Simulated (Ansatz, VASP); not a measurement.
**Ba2Hf2O in VASP and in Ansatz**

```xyz
5
Lattice="4.5620 0.0000 0.0000 -2.2810 3.9508 0.0000 0.0000 0.0000 7.8403" Properties=species:S:1:pos:R:3 pbc="T T T"
Ba    0.0000    2.6339    2.0555
Ba    2.2810    1.3169    5.7848
Hf    0.0000    2.6339    4.9339
Hf    2.2810    1.3169    2.9064
O     0.0000    0.0000    0.0000
```

Change from the starting cell: species swapped into the CaAl2Ge2 type (P-3m1, No. 164).

Alike in both runs: task single point; functional PBE; k mesh 6 × 6 × 2; occupations gaussian, width 0.1 eV; no spin polarisation.

|  | VASP | Ansatz |
| --- | --- | --- |
| version | VASP 6.6.1 | Ansatz 0.2.0 |
| potentials or method | VASP PAW PBE potentials, release 64 (Ba_sv, Hf_pv, O), cutoff 520 eV | scalar-relativistic, plane waves, PAW |
| valence electrons in the cell | 46 | 78 |

```csv
,VASP,Ansatz,Ansatz less VASP
gap on the k mesh at the Fermi level (eV),none,none,-
pressure (GPa),7.0,5.4,-1.63
"traceless stress, the component that is largest in VASP (GPa)",-1.86,-2.01,-0.142
rms of the force components (eV/Å),2.138,2.068,-0.0706
```

Atom by atom the forces differ by 0.113 eV/Å (rms over components). A gap of «none» marks a metal or a gap that the smearing closes. The functional is the same, so the differences come from potentials, cutoffs and numerics. VASP's potentials hold 46 valence electrons a cell and Ansatz's 78, so a difference there can come from the potentials and not from the codes.

The k mesh is coarse, so the values compare programs but aren't converged. Spin-orbit coupling is off throughout.
